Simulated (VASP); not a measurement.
Crystal: CoPdO2.

```
Pd Co O
1.0
     1.43169    0.82659    5.95777
    -1.43169    0.82659    5.95777
     0.00000   -1.65317    5.95777
Pd Co O
1 1 2
Direct
  0.00000 0.00000 0.00000
  0.50000 0.50000 0.50000
  0.11248 0.11248 0.11248
  0.88752 0.88752 0.88752
```

Base run:

| Quantity | Value |
| --- | --- |
| Program | VASP 6.6.1 |
| Functional | PBE |
| Potentials or basis | VASP PAW PBE potentials, release 64 (Pd, Co, O) |
| Cutoff | 520 eV |
| k mesh | 9 × 9 × 9 |
| Occupations | fermi-dirac, width 0.05 eV |
| Spin | collinear spin, ferromagnetic start |
| Starting moments | [0.0, 4.0, 0.0, 0.0] μB |
| Fixed moment | 4 μB |

Its results: pressure 19.5 GPa; site moments Pd +0.48; Co +2.71; O +0.34 μB; largest force 2.273 eV/Å.

**Question.** The run is repeated on the same cell with these changes: fixed moment from 4 μB to 3 μB; moments at the start from [0.0, 4.0, 0.0, 0.0] to [0.0, 3.0, 0.0, 0.0]. What comes out?

**Answer.** Pressure 14.1 GPa; site moments Pd +0.31; Co +2.22; O +0.20 μB; largest force 1.562 eV/Å.

Caveats: the total moment is fixed, so each spin has its own Fermi level; a cell with one magnetic atom can't hold antiferromagnetic order, which such compounds often take; forces of over 1 eV/Å act on the atoms, so gaps and moduli don't describe the material at rest.
